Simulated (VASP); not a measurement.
A run of VASP 6.6.1 is set up as follows.

The input INCAR:

```
SYSTEM = TaSi2
ALGO = Normal
EDIFF = 1E-6
EDIFFG = -0.01
ENCUT = 600
IBRION = 2
ISIF = 3
ISMEAR = -1
LASPH = .True.
LCHARG = .False.
LREAL = .False.
LWAVE = .False.
NELM = 60
NSW = 60
PREC = Accurate
SIGMA = 0.05
```

Contents of KPOINTS:

```
k-points
0
Gamma
  7 7 4
  0 0 0
```

The input POSCAR:

```
TaSi2
1.0
    4.7800000000      0.0000000000      0.0000000000
   -2.3900000000      4.1396014301      0.0000000000
    0.0000000000      0.0000000000      6.5640000000
Ta Si
3 6
Direct
    0.0000000000      0.5000000000      0.1666666667
    0.5000000000      0.5000000000      0.8333333333
    0.5000000000      0.0000000000      0.5000000000
    0.3333000000      0.1666500000      0.1666666667
    0.1666500000      0.8333500000      0.8333333333
    0.8333500000      0.6667000000      0.5000000000
    0.6667000000      0.8333500000      0.1666666667
    0.8333500000      0.1666500000      0.8333333333
    0.1666500000      0.3333000000      0.5000000000
```

Potentials or basis: VASP PAW LDA potentials, release 64 (Ta_pv, Si).

The run is started by

```sh
$ cat potpaw_LDA.64/Ta_pv/POTCAR potpaw_LDA.64/Si/POTCAR > POTCAR
$ mpirun -np 1 vasp_std > vasp.out
```

Problem. What does it give for the space group after relaxing (to 0.05 Å)?

Solution. P6_222 (No. 180).

Problem. What does it give for the relaxed cell?

Solution. a = 4.734 Å, b = 4.734 Å, c = 6.532 Å, α = 90.00°, β = 90.00°, γ = 120.00°.

Final structure:
```cif
data_structure
_symmetry_space_group_name_H-M 'P 1'
_symmetry_Int_Tables_number 1
_cell_length_a 4.7339
_cell_length_b 4.7339
_cell_length_c 6.5316
_cell_angle_alpha 90.000
_cell_angle_beta 90.000
_cell_angle_gamma 120.000
_cell_volume 126.76
loop_
_atom_site_label
_atom_site_type_symbol
_atom_site_fract_x
_atom_site_fract_y
_atom_site_fract_z
_atom_site_occupancy
Ta1 Ta 0.00000 0.50000 0.16667 1
Ta2 Ta 0.50000 0.50000 0.83333 1
Ta3 Ta 0.50000 0.00000 0.50000 1
Si1 Si 0.31938 0.15969 0.16667 1
Si2 Si 0.15969 0.84031 0.83333 1
Si3 Si 0.84031 0.68062 0.50000 1
Si4 Si 0.68062 0.84031 0.16667 1
Si5 Si 0.84031 0.15969 0.83333 1
Si6 Si 0.15969 0.31938 0.50000 1
```

 Zero-point motion and thermal expansion aren't in these numbers.
